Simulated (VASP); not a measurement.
Here is a VASP 6.6.1 calculation.

File INCAR:

```
SYSTEM = TaN
PREC = Accurate
ENCUT = 520
EDIFF = 1E-7
ISMEAR = 0
SIGMA = 0.15
LREAL = .FALSE.
LASPH = .TRUE.
NELM = 60
ALGO = Normal
ISIF = 2
LWAVE = .FALSE.
LCHARG = .FALSE.
GGA = PS
NBANDS = 15
```

KPOINTS

```
regular mesh
0
G
  18 18 18
  0 0 0
```

Contents of POSCAR:

```
TaN
1.0
    0.0000000000      2.1790000000      2.1790000000
    2.0918400000      0.0000000000      2.1790000000
    2.0918400000      2.1790000000      0.0000000000
Ta N
1 1
Direct
    0.5000000000      0.5000000000      0.5000000000
    0.0000000000      0.0000000000      0.0000000000
```

Potentials or basis: VASP PAW PBE potentials, release 64 (Ta_pv, N).

Run with:

```bash
$ cat potpaw_PBE.64/Ta_pv/POTCAR potpaw_PBE.64/N/POTCAR > POTCAR
$ mpirun -np 1 vasp_std > vasp.out
```

(1) Predict the pressure.

(2) What does it give for the band gap on the k mesh?

Answers

(1) 24.2 GPa.

(2) zero (bands 8 and 9 overlap by 4.40 eV).

Caveat: the cell differs from its parent crystal (strain -0.0400 x Voigt [1, 0, 0, 0, 0, 0]); the cell stands under pressure; the PAW data sets were made with another functional, which shifts forces and pressure a little; spin-orbit coupling is left out, which moves the levels of the heavy elements.
